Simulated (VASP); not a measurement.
A run of VASP 6.6.1 is set up as follows.

File INCAR:

```
SYSTEM = Rh
  PREC = Accurate
  ENCUT = 520
  EDIFF = 1E-6
  ISMEAR = -1
  SIGMA = 0.1
  LREAL = .False.
  LASPH = .True.
  NELM = 60
  ALGO = Normal
  ISIF = 2
  LWAVE = .False.
  LCHARG = .True.
  GGA = PE
  LELF = .True.
  LVHAR = .True.
  NBANDS = 14
```

KPOINTS

```
regular mesh
0
Gamma
  17 17 17
  0 0 0
```

Contents of POSCAR:

```
Rh
1.0
   -1.4549357995      1.4549357995      1.4549357995
    1.4549357995     -1.4549357995      1.4549357995
    1.4549357995      1.4549357995     -1.4549357995
Rh
1
Direct
    0.0000000000      0.0000000000      0.0000000000
```

Potentials or basis: VASP PAW PBE potentials, release 64 (Rh_pv).

Launch:

```console
$ cat potpaw_PBE.64/Rh_pv/POTCAR > POTCAR
$ mpirun -np 1 vasp_std > vasp.out
```

Estimate the pressure.

57.0 GPa.
